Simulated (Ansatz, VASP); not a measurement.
Two plane-wave programs on Cs

Contents of INCAR:

```
SYSTEM = Cs
PREC = Accurate
ENCUT = 520
EDIFF = 1E-7
ISMEAR = 0
SIGMA = 0.05
LREAL = .False.
LASPH = .True.
NELM = 100
ALGO = Fast
ISIF = 2
LWAVE = .False.
LCHARG = .False.
GGA = PE
NBANDS = 10
```

File KPOINTS:

```
regular mesh
0
Gamma
  10 10 10
  0 0 0
```

File POSCAR:

```
Cs
1.0
   -3.0290279675      3.0290279675      3.0290279675
    3.0290279675     -3.0290279675      3.0290279675
    3.0290279675      3.0290279675     -3.0290279675
Cs
1
Direct
    0.0000000000      0.0000000000      0.0000000000
```

Input for Ansatz:

```yaml
crystal:
  lattice:
    - [-3.0290279675, 3.0290279675, 3.0290279675]
    - [3.0290279675, -3.0290279675, 3.0290279675]
    - [3.0290279675, 3.0290279675, -3.0290279675]
  atoms:
    - { symbol: Cs, position: [0.0, 0.0, 0.0] }
basis:
  ecutwfc: 420
  ecutrho_ratio: 4
kpoints:
  mp_grid: { grid: [10, 10, 10] }
hamiltonian:
  xc: pbe
scf:
  occupations: { method: gaussian, width: 0.05 }
output:
  forces: true
  stress: true
  eigenvalues: true
```

Alike in both runs: task single point; functional PBE; k mesh 10 × 10 × 10; occupations gaussian, width 0.05 eV; no spin polarisation.

|  | VASP | Ansatz |
| --- | --- | --- |
| version | VASP 6.6.1 | Ansatz 0.2.0 |
| potentials or method | VASP PAW PBE potentials, release 64 (Cs_sv), cutoff 520 eV | scalar-relativistic, plane waves, PAW |
| valence electrons in the cell | 9 | 9 |

```tsv
	VASP	Ansatz	Ansatz less VASP
gap on the k mesh at the Fermi level (eV)	none	none	-
pressure (GPa)	0.1	0.1	+0.01
```

A gap of «none» marks a metal or a gap that the smearing closes.

Neither program's run includes spin-orbit coupling.
